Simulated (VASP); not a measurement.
# Ga8HN8 (a cell with a defect) in VASP: a series of runs

Runs on Ga8HN8 (a cell with a defect). Level: PBE. Tasks: single point.

Program: VASP 6.6.1. These are calculated values, not measurements. Logs are shortened: lines on timing, memory, paths and dates and some standing lists are left out, and cuts for length are marked.

### 1 The cell of the first run

The cell holds a defect, 17 atoms: a = 6.433 Å, b = 6.433 Å, c = 6.433 Å, α = 60.00°, β = 60.00°, γ = 60.00°.

### 2 Single point, PBE

File INCAR:

```
PREC     = Accurate       # precision mode
ENCUT    = 520            # plane-wave cutoff, eV
EDIFF    = 1E-6           # SCF threshold, eV
ISMEAR   = 0              # smearing method
SIGMA    = 0.02           # smearing width, eV
LREAL    = Auto         
LASPH    = True           # aspherical terms in the spheres
NELM     = 60             # most SCF steps
ALGO     = Normal         # electronic algorithm
ISIF     = 2              # what is computed and relaxed
LWAVE    = False          # write WAVECAR
LCHARG   = True           # write CHGCAR
GGA      = PE             # functional
LELF     = True           # ELF
LVHAR    = True         
NBANDS   = 86             # bands
NELECT   = 144.0
```

File KPOINTS:

```
Automatic mesh
0
Gamma
  3 3 3
```

File POSCAR:

```
Ga8HN8
1.0
    0.0000000000      4.5484769755     -4.5484769755
    4.5484769755      4.5484769755      0.0000000000
    4.5484769755      0.0000000000     -4.5484769755
Ga N H
8 8 1
Direct
   -0.0047470114      0.0234536786      0.4909557904
   -0.0047628036      0.4914591872      0.4909865293
    0.4965134810      0.0034746105      0.4976795161
    0.5057618285      0.4986267517      0.4981306279
   -0.0056318269      0.0024061439      1.0019264772
   -0.0047528199      0.4914410310      1.0229616817
    0.4965255077      0.0034632085      1.0029687359
    0.4965049360      0.4981658034      1.0029885136
    0.1234449443      0.1251076477      0.1246224126
    0.1234213340      0.6279293024      0.1246425493
    0.6222248643      0.1264626184      0.1259753665
    0.6167057928      0.6274211285      0.1295678526
    0.1234311407      0.1251194787      0.6274508573
    0.0776812479      0.6413034532      0.6408221679
    0.6167118386      0.1300599430      0.6269304353
    0.6166956235      0.6274315125      0.6269482809
    0.8784948374      0.7077610074      0.7072247584
```

Potentials or basis: VASP PAW PBE potentials, release 64 (Ga_d, N, H).

Started as:

```bash
$ cat potpaw_PBE.64/Ga_d/POTCAR potpaw_PBE.64/N/POTCAR potpaw_PBE.64/H/POTCAR > POTCAR
$ mpirun -np 1 vasp_std > vasp.out
```

OUTCAR:

```text
PREC = Accurate
   ENCUT = 520
   EDIFF = 1E-6
   ISMEAR = 0
   LREAL = Auto
   LASPH = True
   NELM = 60
   ISIF = 2
   GGA = PE
   NELECT = 144.0

 ion  position               nearest neighbor table
   1  0.995  0.023  0.491-   9 1.93  13 1.93  15 1.99  14 2.02
   2  0.995  0.491  0.491-  13 1.93  10 1.93  16 1.99  14 2.02
   3  0.497  0.003  0.498-  11 1.95  13 1.96  15 1.98  16 1.98
   4  0.506  0.499  0.498-  16 1.94  12 1.94  15 1.94  14 2.25
   5  0.994  0.002  0.002-  11 1.95   9 1.97  13 1.97  10 1.97
   6  0.995  0.491  0.023-   9 1.93  10 1.93  12 1.99  14 2.02
   7  0.497  0.003  0.003-  11 1.95   9 1.96  15 1.98  12 1.98
   8  0.497  0.498  0.003-  11 1.95  10 1.96  12 1.98  16 1.98
   9  0.123  0.125  0.125-   6 1.93   1 1.93   7 1.96   5 1.97
  10  0.123  0.628  0.125-   2 1.93   6 1.93   8 1.96   5 1.97
  11  0.622  0.126  0.126-   8 1.95   3 1.95   7 1.95   5 1.95
  12  0.617  0.627  0.130-   4 1.94   8 1.98   7 1.98   6 1.99
  13  0.123  0.125  0.627-   2 1.93   1 1.93   3 1.96   5 1.97
  14  0.078  0.641  0.641-  17 1.05   2 2.02   6 2.02   1 2.02   4 2.25
  15  0.617  0.130  0.627-   4 1.94   3 1.98   7 1.98   1 1.99
  16  0.617  0.627  0.627-   4 1.94   8 1.98   3 1.98   2 1.99
  17  0.878  0.708  0.707-  14 1.05

  LATTYP: Found a face centered cubic cell.
 ALAT       =     9.0969539510

  Lattice vectors:

 A1 = (   0.0000000000,   4.5484769755,  -4.5484769755)
 A2 = (   4.5484769755,   4.5484769755,   0.0000000000)
 A3 = (   4.5484769755,   0.0000000000,  -4.5484769755)

Analysis of symmetry for initial positions (statically):
=====================================================================
 Subroutine PRICEL returns:
 Original cell was already a primitive cell.

 Routine SETGRP: Setting up the symmetry group for a
 face centered cubic supercell.

 Subroutine GETGRP returns: Found  1 space group operations
 (whereof  1 operations were pure point group operations)
 out of a pool of 48 trial point group operations.

The static configuration has the point symmetry C_1 .

Analysis of symmetry for dynamics (positions and initial velocities):
=====================================================================
 Subroutine PRICEL returns:
 Original cell was already a primitive cell.

 Routine SETGRP: Setting up the symmetry group for a
 face centered cubic supercell.

 Subroutine GETGRP returns: Found  1 space group operations
 (whereof  1 operations were pure point group operations)
 out of a pool of 48 trial point group operations.

The dynamic configuration has the point symmetry C_1 .

 Subroutine INISYM returns: Found  1 space group operations
 (whereof  1 operations are pure point group operations),
 and found     1 'primitive' translations

----------------------------------------------------------------------------------------

                                     Primitive cell

  volume of cell :     188.2036

  direct lattice vectors                    reciprocal lattice vectors
     0.000000000  4.548476975 -4.548476975    -0.109926906  0.109926906 -0.109926906
     4.548476975  4.548476975  0.000000000     0.109926906  0.109926906  0.109926906
     4.548476975  0.000000000 -4.548476975     0.109926906 -0.109926906 -0.109926906

  length of vectors
     6.432517827  6.432517827  6.432517827     0.190398986  0.190398986  0.190398986

  position of ions in fractional coordinates (direct lattice)
     0.995252989  0.023453679  0.490955790
     0.995237196  0.491459187  0.490986529
     0.496513481  0.003474610  0.497679516
     0.505761828  0.498626752  0.498130628
     0.994368173  0.002406144  0.001926477
     0.995247180  0.491441031  0.022961682
[... 9 lines left out ...]
     0.616695623  0.627431513  0.626948281
     0.878494837  0.707761007  0.707224758

  ion indices of the primitive-cell ions
   primitive index   ion index
                 1           1
                 2           2
                 3           3
                 4           4
                 5           5
                 6           6
[... 9 lines left out ...]
                16          16
                17          17

----------------------------------------------------------------------------------------

 KPOINTS: Automatic mesh

Automatic generation of k-mesh.
 Grid dimensions read from file:
 generate k-points for:    3    3    3

 Generating k-lattice:

  Cartesian coordinates                     Fractional coordinates (reciprocal lattice)
    -0.036642302  0.036642302 -0.036642302     0.333333333  0.000000000  0.000000000
     0.036642302  0.036642302  0.036642302     0.000000000  0.333333333  0.000000000
     0.036642302 -0.036642302 -0.036642302     0.000000000  0.000000000  0.333333333

  Length of vectors
     0.063466329  0.063466329  0.063466329

  Shift w.r.t. Gamma in fractional coordinates (k-lattice)
     0.000000000  0.000000000  0.000000000

 Subroutine IBZKPT returns following result:
 ===========================================

 Found     14 irreducible k-points:

 Following reciprocal coordinates:
            Coordinates               Weight
  0.000000  0.000000  0.000000      1.000000
  0.333333  0.000000  0.000000      2.000000
  0.000000  0.333333  0.000000      2.000000
  0.000000  0.000000  0.333333      2.000000
  0.333333  0.333333  0.333333      2.000000
  0.333333  0.333333  0.000000      2.000000
  0.000000  0.333333  0.333333      2.000000
  0.333333  0.000000  0.333333      2.000000
 -0.333333  0.333333  0.000000      2.000000
  0.000000 -0.333333  0.333333      2.000000
  0.333333  0.000000 -0.333333      2.000000
  0.333333  0.333333 -0.333333      2.000000
 -0.333333  0.333333 -0.333333      2.000000
  0.333333 -0.333333 -0.333333      2.000000
   k-points           NKPTS =     14   k-points in BZ     NKDIM =     14   number of bands    NBANDS=     86
   number of dos      NEDOS =    301   number of ions     NIONS =     17
   total plane-waves  NPLWV = 110592
   dimension x,y,z NGX =    48 NGY =   48 NGZ =   48
   dimension x,y,z NGXF=    96 NGYF=   96 NGZF=   96
   ions per type =               8   8   1
   NGX,Y,Z   is equivalent  to a cutoff of  12.41, 12.41, 12.41 a.u.
   NGXF,Y,Z  is equivalent  to a cutoff of  24.81, 24.81, 24.81 a.u.
 SYSTEM =  unknown system
   PREC   = accura    normal or accurate (medium, high low for compatibility)
   ISTART =      0    job   : 0-new  1-cont  2-samecut
   ICHARG =      2    charge: 1-file 2-atom 10-const
   ISPIN  =      1    spin polarized calculation?
   LNONCOLLINEAR =      F non collinear calculations
   LSORBIT =      F    spin-orbit coupling
   LASPH  =      T    aspherical Exc in radial PAW
   ENCUT  =  520.0 eV  38.22 Ry    6.18 a.u.  11.96 11.96 11.96*2*pi/ulx,y,z
   NELM   =     60;   NELMIN=  2; NELMDL= -5     # of ELM steps
   EDIFF  = 0.1E-05   stopping-criterion for ELM
   LREAL  =      T    real-space projection
   EDIFFG = 0.1E-04   stopping-criterion for IOM
   NSW    =      0    number of steps for IOM
   IBRION =     -1    ionic relax: 0-MD 1-quasi-New 2-CG
   NFREE  =      0    steps in history (QN), initial steepest desc. (CG)
   ISIF   =      2    stress and relaxation
   ISYM   =      2    0-nonsym 1-usesym 2-fastsym
   POTIM  = 0.5000    time-step for ionic-motion
   TEBEG  =    0.0;   TEEND  =   0.0 temperature during run
   PSTRESS=    0.0 pullay stress
   NELECT =     144.0000    total number of electrons
   NUPDOWN=      -1.0000    fix difference up-down
   EMIN   =  10.00;   EMAX   =-10.00  energy-range for DOS
   EFERMI =   0.00;   METHOD = LEGACY
   ISMEAR =     0;   SIGMA  =   0.02  broadening in eV -4-tet -1-fermi 0-gaus
   EFERMI_NEDOS =   21; number of points for ismear=-14 and -15
   IALGO  =     38    algorithm
   IMIX   =      4    mixing-type and parameters
     AMIX     =   0.40;   BMIX     =  1.00
     AMIX_MAG =   1.60;   BMIX_MAG =  1.00
  volume/ion in A,a.u.               =      11.07        74.71
  Fermi-wavevector in a.u.,A,eV,Ry     =   1.497337  2.829557 30.504523  2.242019
  Thomas-Fermi vector in A             =   2.609238
   LORBIT       =      0    0 simple, 1 ext, 2 COOP (PROOUT), +10 PAW based schemes
   GGA     = PE    functional components
   LHFCALC =     F    Hartree Fock is set to
   AEXX    =    0.0000 exact exchange contribution
   IVDW    =     0    specifies the selected vdW correction
   LEPSILON=     F    determine dielectric tensor
   LRPA    =     F    only Hartree local field effects (RPA)
 non-spin polarized calculation
 Gauss-broadening in eV      SIGMA  =   0.02
  energy-cutoff  :      520.00
  volume of cell :      188.20
 maximum number of plane-waves:      5066
   NGX = 23   NGY = 23   NGZ = 23

 number of electron     144.0000009 magnetization

 Free energy of the ion-electron system (eV)
  ---------------------------------------------------
  ext. energy  EPLUGINS =         0.00000000
  ---------------------------------------------------
  free energy    TOTEN  =      -105.68015398 eV

  energy without entropy =     -105.68015398  energy(sigma->0) =     -105.68015398

 E-fermi :   5.0937     XC(G=0): -11.5053

 val. band max:        4.9979127935   @ k =   0.0000   0.0000   0.0000
 cond. band min:       6.5301286568   @ k =   0.0000   0.0000   0.0000
 fundamental gap:      1.5322158633
 Fermi energy:         5.0936909719

 k-point     1 :       0.0000    0.0000    0.0000
  band No.  band energies     occupation
      1     -11.5128      2.00000
      2     -10.3853      2.00000
      3      -9.8983      2.00000
      4      -9.8981      2.00000
      5      -9.8834      2.00000
      6      -9.7295      2.00000
[... 76 lines left out ...]
     83      11.7218      0.00000
     84      13.3507      0.00000

 k-point     2 :       0.3333    0.0000    0.0000
  band No.  band energies     occupation
      1     -11.4284      2.00000
      2     -10.2609      2.00000
      3      -9.9797      2.00000
      4      -9.8517      2.00000
      5      -9.8514      2.00000
      6      -9.7534      2.00000
[... 1033 lines left out ...]
     83      12.5013      0.00000
     84      12.5645      0.00000

 k-point    14 :       0.3333   -0.3333   -0.3333
  band No.  band energies     occupation
      1     -11.3680      2.00000
      2     -10.0952      2.00000
      3      -9.9945      2.00000
      4      -9.9146      2.00000
      5      -9.8427      2.00000
      6      -9.7713      2.00000
[... 76 lines left out ...]
     83      12.3936      0.00000
     84      12.5641      0.00000
 [bands above 84 left out]

------------------------ aborting loop because EDIFF is reached ----------------------------------------

  FORCE on cell =-STRESS in cart. coord.  units (eV):
  Direction    XX          YY          ZZ          XY          YZ          ZX
  --------------------------------------------------------------------------------------
  -------------------------------------------------------------------------------------
  Total       -6.0272018     -6.0271727     -6.0277821      1.6609353      1.6631815     -1.6609145
  in kB      -51.3095629    -51.3093153    -51.3145030     14.1395411     14.1586628    -14.1393632
  external PRESSURE =     -51.3111271 kB  Pullay stress =       0.0000000 kB

 VOLUME and BASIS-vectors are now :
 -----------------------------------------------------------------------------
  energy-cutoff  :      520.00
  volume of cell :      188.20
      direct lattice vectors                 reciprocal lattice vectors
     0.000000000  4.548476975 -4.548476975    -0.109926906  0.109926906 -0.109926906
     4.548476975  4.548476975  0.000000000     0.109926906  0.109926906  0.109926906
     4.548476975  0.000000000 -4.548476975     0.109926906 -0.109926906 -0.109926906

 POSITION                                       TOTAL-FORCE (eV/Angst)
 -----------------------------------------------------------------------------------
      2.33978      4.63356     -6.75999         0.007887      0.022971      0.007139
      4.46863      6.76220     -6.76005        -0.024050     -0.008059      0.007973
      2.27949      2.27418     -4.52206         0.000966     -0.000119      0.006756
      4.53373      4.56844     -4.56618        -0.009291      0.009097     -0.009075
      0.01971      4.53381     -4.53162        -0.002245      0.000833     -0.001303
      2.33975      6.76217     -4.63130         0.008257     -0.007617     -0.023008
[... 9 lines left out ...]
      5.70552      5.65888     -5.65669         0.003996     -0.001088      0.001276
      6.43603      7.21505     -7.21261         0.020020     -0.021046      0.020754
 -----------------------------------------------------------------------------------
    total drift:                                0.003994     -0.001796      0.000058

  FREE ENERGIE OF THE ION-ELECTRON SYSTEM (eV)
  ---------------------------------------------------
  free  energy   TOTEN  =      -105.6801539830 eV

  energy  without entropy=     -105.6801539830  energy(sigma->0) =     -105.68015398
```

Wall time 4.7 min (1 thread of Intel Xeon 6975P-C (Granite Rapids), shared host); peak memory 0.39 GiB.

Results:

```yaml
Free_energy: -105.6802 eV
Largest_force: 0.036 eV/Å
```

Forces in eV/Å, atoms in the order of the input:
```
Ga   0.008  0.023  0.007
Ga  -0.024 -0.008  0.008
Ga   0.001  0.000  0.007
Ga  -0.009  0.009 -0.009
Ga  -0.002  0.001 -0.001
Ga   0.008 -0.008 -0.023
Ga   0.007 -0.001  0.000
Ga   0.001 -0.006  0.000
N    0.002 -0.001  0.001
N    0.001 -0.002  0.001
N    0.000  0.000  0.000
N    0.002 -0.001  0.003
N    0.001 -0.001  0.002
N   -0.020  0.020 -0.020
N    0.002 -0.003  0.002
N    0.004 -0.001  0.001
H    0.020 -0.021  0.021
```

Caveat: the cell carries a net charge on a neutralising background, which shifts energy and pressure; the cell is charged against a uniform background, so pressure and absolute levels hang on convention.

### 3 Single point, PBE

File INCAR:

```
  PREC = Accurate
  ENCUT = 520
  EDIFF = 1E-7
  ISMEAR = 0
  SIGMA = 0.02
  LREAL = Auto
  LASPH = T
  NELM = 80
  ALGO = Normal
  ISIF = 2
  LWAVE = F
  LCHARG = F
  GGA = PE
  NBANDS = 86
  NELECT = 144.0
```

File KPOINTS:

```
regular mesh
0
Gamma
  3 3 3
```

File POSCAR:

```
Ga8HN8
1.0
    0.0000000000      4.5484769755     -4.5484769755
    4.5484769755      4.5484769755      0.0000000000
    4.5484769755      0.0000000000     -4.5484769755
Ga N H
8 8 1
Direct
   -0.0006260337      0.0210401197      0.4890273188
   -0.0006418632      0.4890455667      0.4890580983
    0.5006345008      0.0010609046      0.4957511079
    0.5098828712      0.4962130208      0.4962022480
   -0.0015108354     -0.0000074750      0.9999980267
   -0.0006318599      0.4890274287      1.0210331997
    0.5006464828      0.0010495821      1.0010403536
    0.5006259265      0.4957522072      1.0010600305
    0.1275659970      0.1226940365      0.1226940365
    0.1275423627      0.6255156430      0.1227141531
    0.6263459209      0.1240489955      0.1240467970
    0.6208268208      0.6250075608      0.1276393182
    0.1275521462      0.1227059086      0.6255223485
    0.0818022169      0.6388897901      0.6388937474
    0.6208328667      0.1276462436      0.6250019546
    0.6208167075      0.6250178940      0.6250198727
    0.8826158782      0.7053473102      0.7052963041
```

Potentials or basis: VASP PAW PBE potentials, release 64 (Ga_d, N, H).

Started as:

```bash
$ cat potpaw_PBE.64/Ga_d/POTCAR potpaw_PBE.64/N/POTCAR potpaw_PBE.64/H/POTCAR > POTCAR
$ mpirun -np 1 vasp_std > vasp.out
```

Wall time 4.8 min (1 thread of Intel Xeon 6975P-C (Granite Rapids), shared host); peak memory 0.38 GiB.

Results (log left out):

| Quantity | Value |
| --- | --- |
| Free energy | -105.6801 eV |
| Largest force | 0.036 eV/Å |

Forces in eV/Å, atoms in the order of the input:
```
Ga   0.008  0.022  0.008
Ga  -0.021 -0.009  0.009
Ga  -0.001 -0.002  0.005
Ga  -0.009  0.008 -0.008
Ga  -0.002  0.003 -0.003
Ga   0.008 -0.008 -0.022
Ga   0.006  0.001 -0.002
Ga   0.000 -0.005  0.001
N    0.002 -0.001  0.001
N    0.001 -0.002  0.001
N    0.000  0.000  0.000
N    0.002 -0.002  0.003
N    0.001 -0.001  0.002
N   -0.020  0.020 -0.020
N    0.002 -0.003  0.002
N    0.003 -0.002  0.002
H    0.020 -0.021  0.021
```

Levels at points of the mesh, in eV from the Fermi level:
```tsv
k point	band 69	band 70	band 71	band 72	band 73	band 74	band 75	band 76
(0.00, 0.00, 0.00)	-0.92	-0.17	-0.10	-0.10	1.44	2.81	3.55	3.55
```

Caveat: the cell carries a net charge on a neutralising background, which shifts energy and pressure; the cell is charged against a uniform background, so pressure and absolute levels hang on convention.

[end of part 1 of 2]
